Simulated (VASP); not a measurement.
A run of VASP 6.6.1 is set up as follows.

File POSCAR:

```
MgS
1.0
    0.0000000000      2.7636948857      2.7636948857
    2.7636948857      0.0000000000      2.7636948857
    2.7636948857      2.7636948857      0.0000000000
Mg S
1 1
Direct
    0.0000000000      0.0000000000      0.0000000000
    0.7500000000      0.7500000000      0.7500000000
```

The input INCAR.step1:

```
PREC = Accurate
ENCUT = 520
ISMEAR = 1
SIGMA = 0.01
LREAL = F
LASPH = T
NELM = 80
NBANDS = 11
GGA = PE
ALGO = Normal
EDIFF = 1E-4
LWAVE = T
LCHARG = F
```

Contents of INCAR.step2:

```
PREC = Accurate
ENCUT = 520
EDIFF = 1E-6
ISMEAR = 1
SIGMA = 0.01
LREAL = F
LASPH = T
NELM = 80
ALGO = Normal
ISIF = 2
LWAVE = F
LCHARG = F
METAGGA = R2SCAN
LMIXTAU = T
NBANDS = 11
ISTART = 1
```

KPOINTS

```
regular mesh
0
Gamma
  7 7 7
```

Potentials or basis: VASP PAW PBE potentials, release 64 (Mg, S).

Run with:

```console
$ cat potpaw_PBE.64/Mg/POTCAR potpaw_PBE.64/S/POTCAR > POTCAR
$ cp INCAR.step1 INCAR
$ mpirun -np 1 vasp_std > vasp.out
$ cp INCAR.step2 INCAR
$ mpirun -np 1 vasp_std > vasp.out
```

(1) Predict the pressure.

(2) Estimate the band gap on the k mesh.

## Answers

(1) 4.7 GPa.

(2) 4.44 eV, indirect (least direct gap 4.53 eV).

Caveat: the PAW data sets were made with another functional, which shifts forces and pressure a little.
